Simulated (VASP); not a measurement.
Here is a VASP 6.6.1 calculation.

Contents of POSCAR:

```
Sb
1.0
   -1.8713408863      1.8713408863      1.8713408863
    1.8713408863     -1.8713408863      1.8713408863
    1.8713408863      1.8713408863     -1.8713408863
Sb
1
Direct
    0.0000000000      0.0000000000      0.0000000000
```

File INCAR.step1:

```
SYSTEM = Sb
PREC = Accurate
ENCUT = 520
EDIFF = 1E-5
ISMEAR = -1
SIGMA = 0.05
LREAL = .False.
LASPH = .True.
NELM = 150
ALGO = Normal
ISIF = 2
LWAVE = .True.
LCHARG = .False.
MAGMOM = 0 0 0
LORBIT = 11
LSORBIT = .True.
GGA_COMPAT = .False.
LORBMOM = .True.
NBANDS = 16
GGA = PE
```

File INCAR.step2:

```
SYSTEM = Sb
PREC = Accurate
ENCUT = 520
EDIFF = 1E-6
ISMEAR = -1
SIGMA = 0.05
LREAL = .False.
LASPH = .True.
NELM = 150
ALGO = Normal
ISIF = 2
LWAVE = .False.
LCHARG = .False.
MAGMOM = 0 0 0
LORBIT = 11
LSORBIT = .True.
GGA_COMPAT = .False.
LORBMOM = .True.
GGA = PE
LHFCALC = .True.
AEXX = 0.25
PRECFOCK = Normal
NBANDS = 16
ISTART = 1
```

The input KPOINTS:

```
Automatic mesh
0
Gamma
  4 4 4
  0 0 0
```

Potentials or basis: VASP PAW PBE potentials, release 64 (Sb).

Launch:

```console
$ cat potpaw_PBE.64/Sb/POTCAR > POTCAR
$ cp INCAR.step1 INCAR
$ mpirun -np 1 vasp_ncl > vasp.out
$ cp INCAR.step2 INCAR
$ mpirun -np 1 vasp_ncl > vasp.out
```

**Question.** Predict the net moment.

**Answer.** 0.05 μB per cell.

**Question.** Estimate the pressure.

**Answer.** -4.0 GPa.

Moments on the atoms (μB; x, y, z):
```
Sb  0.00 0.00 0.00
```

Caveat: the k points lie up to 0.59 Å⁻¹ apart; the PAW data sets were made with another functional, which shifts forces and pressure a little.
